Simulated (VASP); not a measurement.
Input of a VASP 6.6.1 run:

File INCAR:

```
PREC = Accurate
ENCUT = 520
EDIFF = 1E-6
ISMEAR = -1
SIGMA = 0.05
LREAL = F
LASPH = T
NELM = 100
ALGO = Normal
ISIF = 2
LWAVE = F
LCHARG = T
LELF = T
LVHAR = T
NBANDS = 12
```

The input KPOINTS:

```
Automatic mesh
0
Gamma
  11 11 11
```

The input POSCAR:

```
Ag
1.0
    0.0000000000      2.0290398554      2.0290398554
    2.0290398554      0.0000000000      2.0290398554
    2.0290398554      2.0290398554      0.0000000000
Ag
1
Direct
    0.0000000000      0.0000000000      0.0000000000
```

Potentials or basis: VASP PAW LDA potentials, release 64 (Ag).

The run is started by

```sh
$ cat potpaw_LDA.64/Ag/POTCAR > POTCAR
$ mpirun -np 1 vasp_std > vasp.out
```

Task: What does it give for the pressure?

Result: -5.4 GPa.
